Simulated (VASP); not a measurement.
Here is a VASP 6.6.1 calculation.

Contents of INCAR:

```
  PREC = Accurate
  ENCUT = 600
  EDIFF = 1E-6
  ISMEAR = -1
  SIGMA = 0.03
  LREAL = False
  LASPH = True
  NELM = 60
  ALGO = Normal
  ISIF = 3
  LWAVE = False
  LCHARG = False
  GGA = PE
  IBRION = 2
  NSW = 100
  EDIFFG = -0.005
```

Contents of KPOINTS:

```
regular mesh
0
Gamma
  13 13 13
```

The input POSCAR:

```
Pd
1.0
    2.5624025900      0.0000000000      0.0000000000
    0.0000000000      2.5624025900      0.0000000000
    0.0000000000      0.0000000000      2.5624025900
Pd
1
Direct
    0.0000000000      0.0000000000      0.0000000000
```

Potentials or basis: VASP PAW PBE potentials, release 64 (Pd).

The run is started by

```console
$ cat potpaw_PBE.64/Pd/POTCAR > POTCAR
$ mpirun -np 1 vasp_std > vasp.out
```

Problem. Predict the relaxed volume.

Solution. 17.78 Å³/atom.

Problem. Predict the band gap on the k mesh.

Solution. Zero (band 5 reaches 8.28 eV, above the bottom of band 6 at 6.61 eV).

The path:
```csv
step,energy change (eV),largest force (eV/Å),pressure (GPa),volume (Å³)
1,0.0000,0.0000,7.90,16.82
2,0.0023,0.0000,-6.42,18.93
3,-0.0222,0.0000,-0.08,17.79
4,-0.0222,0.0000,0.08,17.77
5,-0.0222,0.0000,0.06,17.77
6,-0.0222,0.0000,0.06,17.77
7,-0.0222,0.0000,0.06,17.77
8,-0.0222,0.0000,0.06,17.77
9,-0.0222,0.0000,0.06,17.77
10,-0.0222,0.0000,0.06,17.77
11,-0.0222,0.0000,0.06,17.77
12,-0.0222,0.0000,0.06,17.77
13,-0.0222,0.0000,0.05,17.78
14,-0.0222,0.0000,0.04,17.78
```
